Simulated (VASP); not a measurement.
Wanted: the native input for a VASP 6.6.1 run.

| Quantity | Value |
| --- | --- |
| Task | single point |
| Functional | PBEsol |
| Dispersion | D3(BJ) |
| Potentials or basis | VASP PAW PBE potentials, release 64 (In_d, Sb) |
| Cutoff | 520 eV |
| k mesh | 12 × 12 × 12 |
| Occupations | gaussian, width 0.15 eV |
| Spin | no spin polarisation |
| Dipole correction | no |
| Further INCAR settings | ALGO = Normal; EDIFF = 1e-07; NBANDS = 22 |

The structure of InSb3 lies in POSCAR:

```
InSb3
1.0
    0.0000000000      3.6437560699      3.6620664019
    3.6803767339      0.0000000000      3.6620664019
    3.6803767339      3.6437560699      0.0000000000
In Sb
1 3
Direct
    0.0000000000      0.0000000000      0.0000000000
    0.2500000000      0.2500000000      0.2500000000
    0.7500000000      0.7500000000      0.7500000000
    0.5000000000      0.5000000000      0.5000000000
```

This cell differs from its parent crystal: strain +0.0050 x Voigt [1, -1, 0, 0, 0, 0].

The input as run:

INCAR

```
ALGO = Normal ; EDIFF = 1E-7
ENCUT = 520 ; GGA = PS
ISIF = 2 ; ISMEAR = 0
IVDW = 12 ; LASPH = True
LCHARG = True ; LELF = True
LREAL = False ; LVHAR = True
LWAVE = False ; NBANDS = 22
NELM = 100 ; PREC = Accurate
SIGMA = 0.15
```

KPOINTS

```
k-points
0
Gamma
  12 12 12
```

Potentials or basis: VASP PAW PBE potentials, release 64 (In_d, Sb).

Launch:

```bash
$ cat potpaw_PBE.64/In_d/POTCAR potpaw_PBE.64/Sb/POTCAR > POTCAR
$ mpirun -np 1 vasp_std > vasp.out
```

It gave:

```
Pressure                   : 0.3 GPa
Band gap on the k mesh     : zero (bands 14 and 15 overlap by 3.36 eV)
Dispersion energy per atom : -0.511 eV
```

Caveat: the cell differs from its parent crystal (strain +0.0050 x Voigt [1, -1, 0, 0, 0, 0]); the PAW data sets were made with another functional, which shifts forces and pressure a little; spin-orbit coupling is left out, which moves the levels of the heavy elements.

It took 4.4 min on 1 thread of Intel(R) Xeon(R) 6975P-C (Granite Rapids), on a shared host, peak memory 0.68 GiB.
